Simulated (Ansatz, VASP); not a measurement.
**MoS2 in VASP and in Ansatz**

File POSCAR:

```
MoS2
1.0
    3.2907642509      0.0000000000      0.0000000000
   -1.6453821255      2.8498854391      0.0000000000
    0.0000000000      0.0000000000      6.4362788402
Mo S
1 2
Direct
    0.0000000000      0.0000000000      0.5000000000
    0.6666666667      0.3333333333      0.7446806800
    0.3333333333      0.6666666667      0.2553193200
```

The input INCAR.step1:

```
SYSTEM = MoS2
  ALGO = Normal
  EDIFF = 1E-4
  ENCUT = 520
  GGA = PE
  ISMEAR = -1
  LASPH = .True.
  LCHARG = .False.
  LREAL = .False.
  LWAVE = .True.
  NBANDS = 20
  NELM = 80
  PREC = Accurate
  SIGMA = 0.05
```

File INCAR.step2:

```
SYSTEM = MoS2
  ALGO = Normal
  BPARAM = 11.95
  CPARAM = 0.0093
  EDIFF = 1E-6
  ENCUT = 520
  ISIF = 2
  ISMEAR = -1
  ISTART = 1
  IVDW_NL = 2
  LASPH = .True.
  LCHARG = .False.
  LMIXTAU = .True.
  LREAL = .False.
  LUSE_VDW = .True.
  LWAVE = .False.
  METAGGA = R2SCAN
  NBANDS = 20
  NELM = 80
  PREC = Accurate
  SIGMA = 0.05
```

Contents of KPOINTS:

```
k-points
0
Gamma
  9 9 4
  0 0 0
```

Contents of input.yaml:

```yaml
crystal:
  lattice:
    - [3.2907642509, 0.0, 0.0]
    - [-1.6453821255, 2.8498854391, 0.0]
    - [0.0, 0.0, 6.4362788402]
  atoms:
    - { symbol: Mo, position: [0.0, 0.0, 0.5] }
    - { symbol: S, position: [0.6666666667, 0.3333333333, 0.74468068] }
    - { symbol: S, position: [0.3333333333, 0.6666666667, 0.25531932] }
hamiltonian:
  xc: r2scan
  pseudopotentials: { kind: paw }
  dispersion: rvv10
kpoints:
  mp_grid: { grid: [9, 9, 4] }
scf:
  occupations: { method: fermi_dirac, width: 0.05 }
output:
  forces: true
  stress: true
  eigenvalues: true
```

Alike in both runs: task single point; functional r2SCAN; dispersion rVV10; k mesh 9 × 9 × 4; occupations fermi-dirac, width 0.05 eV; no spin polarisation.

```csv
,VASP,Ansatz
version,VASP 6.6.1,Ansatz 0.2.0
potentials or method,"VASP PAW PBE potentials, release 64 (Mo_sv, S)",Ansatz PAW
plane-wave cutoff (eV),520,500
valence electrons in the cell,26,26
```

```tsv
	VASP	Ansatz	Ansatz less VASP
gap on the k mesh at the Fermi level (eV)	none	none	-
pressure (GPa)	-7.9	-8.1	-0.13
traceless stress, the component that is largest in VASP (GPa)	-0.10	-0.08	+0.022
rms of the force components (eV/Å)	0.340	0.348	+0.0078
```

VASP's potentials were made for PBE, not for r2SCAN. Atom by atom the forces differ by 0.008 eV/Å (rms over components). A gap of «none» marks a metal or a gap that the smearing closes.
